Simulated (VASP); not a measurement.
Ga: single point with PBE

The system is Ga.

```
CELL_PARAMETERS angstrom
2.96704 0.00000 0.00000
-1.48352 2.56954 0.00000
0.00000 0.00000 4.93557
ATOMIC_POSITIONS crystal
Ga 0.33333 0.66667 0.25000
Ga 0.66667 0.33333 0.75000
```

This isn't the form of Ga at room conditions, which is orthorhombic.

* Program: VASP 6.6.1
* Task: single point
* Functional: PBE
* Potentials or basis: VASP PAW PBE potentials, release 64 (Ga_d)
* Cutoff: 520 eV
* k mesh: 15 × 15 × 8
* Occupations: fermi-dirac, width 0.08 eV
* Spin: no spin polarisation
* Dipole correction: no
* Further INCAR settings: ALGO = Normal; EDIFF = 1e-06; NBANDS = 20

```yaml
Pressure: 0.8 GPa
Band_gap_on_the_k_mesh: zero (bands 13 and 14 overlap by 7.26 eV)
```

Levels at points of the mesh, in eV from the Fermi level:
| k point | band 11 | band 12 | band 13 | band 14 | band 15 | band 16 |
| --- | --- | --- | --- | --- | --- | --- |
| (0.00, 0.00, 0.00) | -11.08 | -5.20 | -4.06 | 9.98 | 9.98 | 11.89 |
| (0.00, 0.00, 0.50) | -9.49 | -9.49 | 3.27 | 3.27 | 11.12 | 11.12 |

It took 95 s on 1 thread of Intel Xeon 8259CL (shared host), peak memory 0.22 GiB.
